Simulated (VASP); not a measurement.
# Li2Al3H9 (P4/mmm) in VASP: further runs, part 2 of 3

VASP 6.6.1.

### 3 Single point, PBE

Input file INCAR:

```
SYSTEM = Li2Al3H9
PREC = Accurate
ENCUT = 520
EDIFF = 1E-6
ISMEAR = 0
SIGMA = 0.1
LREAL = .False.
LASPH = .True.
NELM = 100
ALGO = Normal
ISIF = 2
LWAVE = .False.
LCHARG = .False.
GGA = PE
NBANDS = 25
```

Input file KPOINTS:

```
Automatic mesh
0
Gamma
  10 10 4
  0 0 0
```

Input file POSCAR:

```
Li2Al3H9
1.0
    3.6650060692      0.0000000000      0.0000000000
    0.0000000000      3.6650060692      0.0000000000
    0.0000000000      0.0000000000     11.0156808452
Li Al H
2 3 9
Direct
    0.5000000000      0.5000000000      0.7893468881
    0.5000000000      0.5000000000      0.2106531119
    0.0000000000      0.0000000000      0.6607555606
    0.0000000000      0.0000000000      0.0000000000
    0.0000000000      0.0000000000      0.3392444394
    0.5000000000      0.0000000000      0.6807790953
    0.5000000000      0.0000000000      0.0000000000
    0.5000000000      0.0000000000      0.3192209047
    0.0000000000      0.5000000000      0.6807790953
    0.0000000000      0.5000000000      0.0000000000
    0.0000000000      0.5000000000      0.3192209047
    0.0000000000      0.0000000000      0.8364392594
    0.0000000000      0.0000000000      0.1635607406
    0.0000000000      0.0000000000      0.5000000000
```

Potentials or basis: VASP PAW PBE potentials, release 64 (Li_sv, Al, H).

The run is started by

```sh
> cat potpaw_PBE.64/Li_sv/POTCAR potpaw_PBE.64/Al/POTCAR potpaw_PBE.64/H/POTCAR > POTCAR
> mpirun -np 1 vasp_std > vasp.out
```

OUTCAR:

```text
SYSTEM = Li2Al3H9
   PREC = Accurate
   ENCUT = 520
   EDIFF = 1E-6
   ISMEAR = 0
   LREAL = .False.
   LASPH = .True.
   NELM = 100
   ISIF = 2
   GGA = PE

 ion  position               nearest neighbor table
   1  0.500  0.500  0.789-   3 2.95   3 2.95   3 2.95   3 2.95
   2  0.500  0.500  0.211-   5 2.95   5 2.95   5 2.95   5 2.95
   3  0.000  0.000  0.661-  14 1.77   9 1.85   6 1.85   9 1.85   6 1.85  12 1.94   1 2.95   1 2.95
                             1 2.95   1 2.95
   4  0.000  0.000  0.000-  12 1.80  13 1.80   7 1.83  10 1.83  10 1.83   7 1.83
   5  0.000  0.000  0.339-  14 1.77  11 1.85   8 1.85  11 1.85   8 1.85  13 1.94   2 2.95   2 2.95
                             2 2.95   2 2.95
   6  0.500  0.000  0.681-   3 1.85   3 1.85
   7  0.500  0.000  0.000-   4 1.83   4 1.83
   8  0.500  0.000  0.319-   5 1.85   5 1.85
   9  0.000  0.500  0.681-   3 1.85   3 1.85
  10  0.000  0.500  0.000-   4 1.83   4 1.83
  11  0.000  0.500  0.319-   5 1.85   5 1.85
  12  0.000  0.000  0.836-   4 1.80   3 1.94
  13  0.000  0.000  0.164-   4 1.80   5 1.94
  14  0.000  0.000  0.500-   3 1.77   5 1.77

  LATTYP: Found a simple tetragonal cell.
 ALAT       =     3.6650060692
[... 868 lines left out ...]
  FORCE on cell =-STRESS in cart. coord.  units (eV):
  Direction    XX          YY          ZZ          XY          YZ          ZX
  --------------------------------------------------------------------------------------
  -------------------------------------------------------------------------------------
  Total       -0.1422718     -0.1422718     -0.1317730      0.0000000     -0.0000000      0.0000000
  in kB       -1.5405243     -1.5405243     -1.4268434      0.0000000     -0.0000000      0.0000000
  external PRESSURE =      -1.5026307 kB  Pullay stress =       0.0000000 kB

 VOLUME and BASIS-vectors are now :
 -----------------------------------------------------------------------------
  energy-cutoff  :      520.00
  volume of cell :      147.97
      direct lattice vectors                 reciprocal lattice vectors
     3.665006069  0.000000000  0.000000000     0.272850844  0.000000000  0.000000000
     0.000000000  3.665006069  0.000000000     0.000000000  0.272850844  0.000000000
     0.000000000  0.000000000 11.015680845     0.000000000  0.000000000  0.090779682

 POSITION                                       TOTAL-FORCE (eV/Angst)
 -----------------------------------------------------------------------------------
      1.83250      1.83250      8.69519         0.000000      0.000000      0.000465
      1.83250      1.83250      2.32049        -0.000000     -0.000000     -0.000465
      0.00000      0.00000      7.27867         0.000000      0.000000     -0.000971
      0.00000      0.00000      0.00000         0.000000      0.000000     -0.000000
      0.00000      0.00000      3.73701         0.000000      0.000000      0.000971
      1.83250      0.00000      7.49925         0.000000      0.000000     -0.001643
      1.83250      0.00000      0.00000         0.000000      0.000000     -0.000000
      1.83250      0.00000      3.51644         0.000000      0.000000      0.001643
      0.00000      1.83250      7.49925         0.000000      0.000000     -0.001643
      0.00000      1.83250      0.00000         0.000000      0.000000     -0.000000
      0.00000      1.83250      3.51644         0.000000      0.000000      0.001643
      0.00000      0.00000      9.21395         0.000000      0.000000      0.002458
      0.00000      0.00000      1.80173         0.000000      0.000000     -0.002458
      0.00000      0.00000      5.50784         0.000000      0.000000     -0.000000
 -----------------------------------------------------------------------------------
    total drift:                                0.000000      0.000000      0.000000

  FREE ENERGIE OF THE ION-ELECTRON SYSTEM (eV)
  ---------------------------------------------------
  free  energy   TOTEN  =       -44.9246877502 eV

  energy  without entropy=      -44.9190428656  energy(sigma->0) =      -44.92186531
```

Wall time 3.9 min (1 thread of AMD EPYC 7R43 (Zen 3), shared host); peak memory 0.31 GiB.

What came out:

```yaml
Free_energy: -44.9247 eV
Band_gap_on_the_k_mesh: zero (band 12 reaches 4.84 eV, above the bottom of band 13 at 1.62 eV)
```

Forces in eV/Å, atoms in the order of the input:
```
Li   0.000  0.000  0.000
Li   0.000  0.000  0.000
Al   0.000  0.000 -0.001
Al   0.000  0.000  0.000
Al   0.000  0.000  0.001
H    0.000  0.000 -0.002
H    0.000  0.000  0.000
H    0.000  0.000  0.002
H    0.000  0.000 -0.002
H    0.000  0.000  0.000
H    0.000  0.000  0.002
H    0.000  0.000  0.002
H    0.000  0.000 -0.002
H    0.000  0.000  0.000
```

Caveat: the cutoff is under 1.25 times the usual one of these potentials, so pressure, stress and relaxed cells hold a basis-set (Pulay) error.

### 4 Relaxation of cell and atoms, PBE

This run uses another cell than the first one, of 10.67 Å³/atom, 1.009 times its volume.

Input file INCAR:

```
PREC     = Accurate       # precision mode
ENCUT    = 600            # plane-wave cutoff, eV
EDIFF    = 1E-7           # SCF threshold, eV
ISMEAR   = 0              # smearing method
SIGMA    = 0.1            # smearing width, eV
LREAL    = False          # projectors in reciprocal space
LASPH    = True           # aspherical terms in the spheres
NELM     = 100            # most SCF steps
ALGO     = Normal         # electronic algorithm
ISIF     = 3              # what is computed and relaxed
LWAVE    = False          # write WAVECAR
LCHARG   = False          # write CHGCAR
GGA      = PE             # functional
IBRION   = 2              # ionic algorithm
NSW      = 100            # ionic steps
EDIFFG   = -0.01          # ionic threshold
```

Input file KPOINTS:

```
regular mesh
0
Gamma
  10 10 4
```

Input file POSCAR:

```
Li2Al3H9
1.0
    3.6833416950      0.0000000000      0.0000000000
    0.0000000000      3.6833416950      0.0000000000
    0.0000000000      0.0000000000     11.0064108752
Li Al H
2 3 9
Direct
    0.5000000000      0.5000000000      0.7836501743
    0.5000000000      0.5000000000      0.2163498257
    0.0000000000      0.0000000000      0.6633892800
    0.0000000000      0.0000000000      0.0000000000
    0.0000000000      0.0000000000      0.3366107200
    0.5000000000      0.0000000000      0.6877613360
    0.5000000000      0.0000000000      0.0000000000
    0.5000000000      0.0000000000      0.3122386640
    0.0000000000      0.5000000000      0.6877613360
    0.0000000000      0.5000000000      0.0000000000
    0.0000000000      0.5000000000      0.3122386640
    0.0000000000      0.0000000000      0.8388561173
    0.0000000000      0.0000000000      0.1611438827
    0.0000000000      0.0000000000      0.5000000000
```

Potentials or basis: VASP PAW PBE potentials, release 64 (Li_sv, Al, H).

The run is started by

```sh
> cat potpaw_PBE.64/Li_sv/POTCAR potpaw_PBE.64/Al/POTCAR potpaw_PBE.64/H/POTCAR > POTCAR
> mpirun -np 1 vasp_std > vasp.out
```

OUTCAR:

```text
PREC = Accurate
   ENCUT = 600
   EDIFF = 1E-7
   ISMEAR = 0
   LREAL = False
   LASPH = True
   NELM = 100
   ISIF = 3
   GGA = PE
   IBRION = 2
   NSW = 100
   EDIFFG = -0.01

 ion  position               nearest neighbor table
   1  0.500  0.500  0.784-   3 2.92   3 2.92   3 2.92   3 2.92
   2  0.500  0.500  0.216-   5 2.92   5 2.92   5 2.92   5 2.92
   3  0.000  0.000  0.663-  14 1.80   9 1.86   6 1.86   9 1.86   6 1.86  12 1.93   1 2.92   1 2.92
                             1 2.92   1 2.92
   4  0.000  0.000  0.000-  12 1.77  13 1.77   7 1.84  10 1.84  10 1.84   7 1.84
   5  0.000  0.000  0.337-  14 1.80  11 1.86   8 1.86  11 1.86   8 1.86  13 1.93   2 2.92   2 2.92
                             2 2.92   2 2.92
   6  0.500  0.000  0.688-   3 1.86   3 1.86
   7  0.500  0.000  0.000-   4 1.84   4 1.84
   8  0.500  0.000  0.312-   5 1.86   5 1.86
   9  0.000  0.500  0.688-   3 1.86   3 1.86
  10  0.000  0.500  0.000-   4 1.84   4 1.84
  11  0.000  0.500  0.312-   5 1.86   5 1.86
  12  0.000  0.000  0.839-   4 1.77   3 1.93
  13  0.000  0.000  0.161-   4 1.77   5 1.93
  14  0.000  0.000  0.500-   3 1.80   5 1.80

  LATTYP: Found a simple tetragonal cell.
 ALAT       =     3.6833416950
 C/A-ratio  =     2.9881590649

  Lattice vectors:

 A1 = (   3.6833416950,   0.0000000000,   0.0000000000)
 A2 = (   0.0000000000,   3.6833416950,   0.0000000000)
 A3 = (   0.0000000000,   0.0000000000,  11.0064108752)

Analysis of symmetry for initial positions (statically):
=====================================================================
 Subroutine PRICEL returns:
 Original cell was already a primitive cell.

 Routine SETGRP: Setting up the symmetry group for a
 simple tetragonal supercell.

 Subroutine GETGRP returns: Found 16 space group operations
 (whereof 16 operations were pure point group operations)
 out of a pool of 16 trial point group operations.

The static configuration has the point symmetry D_4h.

Analysis of symmetry for dynamics (positions and initial velocities):
[... 171 lines left out ...]
 maximum number of plane-waves:      5051
 NGX is ok and might be reduce to    30
   NGX = 15   NGY = 15   NGZ = 43

--------------------------------------- Ionic step        1  -------------------------------------------

 number of electron      24.0000000 magnetization

 Free energy of the ion-electron system (eV)
  ---------------------------------------------------
  ext. energy  EPLUGINS =         0.00000000
  ---------------------------------------------------
  free energy    TOTEN  =       -44.90049285 eV

  energy without entropy =      -44.89096977  energy(sigma->0) =      -44.89573131

------------------------ aborting loop because EDIFF is reached ----------------------------------------

  FORCE on cell =-STRESS in cart. coord.  units (eV):
  Direction    XX          YY          ZZ          XY          YZ          ZX
  --------------------------------------------------------------------------------------
  -------------------------------------------------------------------------------------
  Total       -0.3389212     -0.3389212     -0.1916427      0.0000000     -0.0000000      0.0000000
  in kB       -3.6364666     -3.6364666     -2.0562367      0.0000000     -0.0000000      0.0000000
  external PRESSURE =      -3.1097233 kB  Pullay stress =       0.0000000 kB
[... 125 lines left out ...]
  FREE ENERGIE OF THE ION-ELECTRON SYSTEM (eV)
  ---------------------------------------------------
  free  energy   TOTEN  =       -44.9127783189 eV

  energy  without entropy=      -44.9042526844  energy(sigma->0) =      -44.90851550

[... ionic steps 4 to 11 ...]

--------------------------------------- Ionic step       12  -------------------------------------------

 number of electron      23.9999994 magnetization

------------------------ aborting loop because EDIFF is reached ----------------------------------------
[... 91 lines left out ...]
--------------------------------------- Ionic step       14  -------------------------------------------

 number of electron      23.9999993 magnetization

 Free energy of the ion-electron system (eV)
  ---------------------------------------------------
  ext. energy  EPLUGINS =         0.00000000
  ---------------------------------------------------
  free energy    TOTEN  =       -44.92742914 eV

  energy without entropy =      -44.92174256  energy(sigma->0) =      -44.92458585

 E-fermi :   3.8254     XC(G=0):  -8.0238

 val. band max:        3.8068872931   @ k =   0.4000   0.3000   0.5000
 cond. band min:       3.8549929640   @ k =   0.4000   0.2000   0.5000
 fundamental gap:      0.0481056708
 Fermi energy:         3.8253876400

 k-point     1 :       0.0000    0.0000    0.0000
  band No.  band energies     occupation
      1     -45.2512      2.00000
      2     -45.2512      2.00000
      3      -7.2893      2.00000
      4      -6.6046      2.00000
      5      -6.1438      2.00000
      6      -2.6192      2.00000
[... 541 lines left out ...]
     19       6.5755      0.00000
     20       7.8181      0.00000

 [... further k-points ...]
[... 5 lines left out ...]
  --------------------------------------------------------------------------------------
  -------------------------------------------------------------------------------------
  Total       -0.0030556     -0.0030556     -0.0132485      0.0000000      0.0000000     -0.0000000
  in kB       -0.0331422     -0.0331422     -0.1436965      0.0000000      0.0000000     -0.0000000
  external PRESSURE =      -0.0699937 kB  Pullay stress =       0.0000000 kB
[... 29 lines left out ...]
  FREE ENERGIE OF THE ION-ELECTRON SYSTEM (eV)
  ---------------------------------------------------
  free  energy   TOTEN  =       -44.9274291447 eV

  energy  without entropy=      -44.9217425631  energy(sigma->0) =      -44.92458585

 reached required accuracy - stopping structural energy minimisation
```

OSZICAR:

```text
N       E                     dE             d eps       ncg     rms          rms(c)
DAV:   1     0.628399790169E+02    0.62840E+02   -0.10023E+04  2520   0.113E+03
DAV:   2    -0.352682897341E+02   -0.98108E+02   -0.94237E+02  2932   0.214E+02
[... 120 lines left out ...]
  13 F= -.44927396E+02 E0= -.44924570E+02  d E =-.508401E-04
       N       E                     dE             d eps       ncg     rms          rms(c)
DAV:   1    -0.449274322610E+02   -0.36698E-04   -0.58503E-03  2560   0.511E-01    0.237E-02
DAV:   2    -0.449274320311E+02    0.22990E-06   -0.92088E-05  3212   0.587E-02    0.142E-02
DAV:   3    -0.449274292221E+02    0.28089E-05   -0.53460E-06  3216   0.125E-02    0.530E-03
DAV:   4    -0.449274290918E+02    0.13035E-06   -0.89643E-07  3288   0.533E-03    0.109E-03
DAV:   5    -0.449274291447E+02   -0.52901E-07   -0.10016E-07  1732   0.187E-03
  14 F= -.44927429E+02 E0= -.44924586E+02  d E =-.844539E-04
```

CONTCAR:

```text
Li2Al3H9
   1.00000000000000
     3.6624575445078467   -0.0000000000000000    0.0000000000000000
     0.0000000000000000    3.6624575445078467    0.0000000000000000
     0.0000000000000000   -0.0000000000000000   11.0124954308690466
  Li              Al              H
     2     3     9
Direct
     0.5000000000000000    0.5000000000000000    0.7890761467375518
[... 18 lines left out ...]
  0.00000000E+00  0.00000000E+00  0.00000000E+00
  0.00000000E+00  0.00000000E+00  0.00000000E+00
  0.00000000E+00  0.00000000E+00  0.00000000E+00
  0.00000000E+00  0.00000000E+00  0.00000000E+00
  0.00000000E+00  0.00000000E+00  0.00000000E+00
  0.00000000E+00  0.00000000E+00  0.00000000E+00
  0.00000000E+00  0.00000000E+00  0.00000000E+00
  0.00000000E+00  0.00000000E+00  0.00000000E+00
  0.00000000E+00  0.00000000E+00  0.00000000E+00
  0.00000000E+00  0.00000000E+00  0.00000000E+00
```

It took 31 min on 1 thread of Intel Xeon Platinum 8375C at 2.90GHz (Ice Lake), shared host; peak memory 0.41 GiB.

Results:

```yaml
Free_energy: -44.9274 eV
Relaxed_volume: 10.55 Å³/atom
Relaxed_cell: a = 3.662 Å, b = 3.662 Å, c = 11.012 Å, α = 90.00°, β = 90.00°, γ = 90.00°
Space_group_after_relaxing_to_0.05_Å: P4/mmm (No. 123)
Energy_gained_by_relaxing: 1.9 meV/atom
Ionic_steps: 14
Pressure_after_relaxing: 0.0 GPa
Largest_force_after_relaxing: 0.005 eV/Å
Band_gap_on_the_k_mesh: zero (band 12 reaches 4.85 eV, above the bottom of band 13 at 1.64 eV)
```

Forces in eV/Å, atoms in the order of the input:
```
Li   0.000  0.000  0.003
Li   0.000  0.000 -0.003
Al   0.000  0.000  0.005
Al   0.000  0.000  0.000
Al   0.000  0.000 -0.005
H    0.000  0.000 -0.001
H    0.000  0.000  0.000
H    0.000  0.000  0.001
H    0.000  0.000 -0.001
H    0.000  0.000  0.000
H    0.000  0.000  0.001
H    0.000  0.000  0.000
H    0.000  0.000  0.000
H    0.000  0.000  0.000
```

The path:
```csv
step,energy change (eV),largest force (eV/Å),pressure (GPa),volume (Å³)
1,0.0000,0.1254,-0.31,149.32
2,-0.0042,0.1104,-0.18,148.88
3,-0.0123,0.1071,0.22,147.54
4,-0.0077,0.2594,1.05,144.89
5,-0.0138,0.1589,0.50,146.64
6,-0.0176,0.1223,0.43,146.75
7,-0.0247,0.0523,0.26,147.06
8,-0.0195,0.2282,-0.05,147.69
9,-0.0258,0.0595,0.16,147.25
10,-0.0267,0.0270,0.05,147.59
11,-0.0269,0.0166,-0.02,147.81
12,-0.0269,0.0171,-0.02,147.80
13,-0.0269,0.0106,-0.02,147.77
14,-0.0269,0.0048,-0.01,147.72
```

Final structure:
```yaml
crystal:
  lattice:
    - [3.66246, 0.00000, 0.00000]
    - [0.00000, 3.66246, 0.00000]
    - [0.00000, 0.00000, 11.01250]
  atoms:
    - { symbol: Li, position: [0.50000, 0.50000, 0.78908] }
    - { symbol: Li, position: [0.50000, 0.50000, 0.21092] }
    - { symbol: Al, position: [0.00000, 0.00000, 0.66063] }
    - { symbol: Al, position: [0.00000, 0.00000, 0.00000] }
    - { symbol: Al, position: [0.00000, 0.00000, 0.33937] }
    - { symbol: H, position: [0.50000, 0.00000, 0.68066] }
    - { symbol: H, position: [0.50000, 0.00000, 0.00000] }
    - { symbol: H, position: [0.50000, 0.00000, 0.31934] }
    - { symbol: H, position: [0.00000, 0.50000, 0.68066] }
    - { symbol: H, position: [0.00000, 0.50000, 0.00000] }
    - { symbol: H, position: [0.00000, 0.50000, 0.31934] }
    - { symbol: H, position: [0.00000, 0.00000, 0.83645] }
    - { symbol: H, position: [0.00000, 0.00000, 0.16355] }
    - { symbol: H, position: [0.00000, 0.00000, 0.50000] }
```

Caveat: the cutoff is under 1.25 times the usual one of these potentials, so pressure, stress and relaxed cells hold a basis-set (Pulay) error.

(Continued in part 3 of 3.)
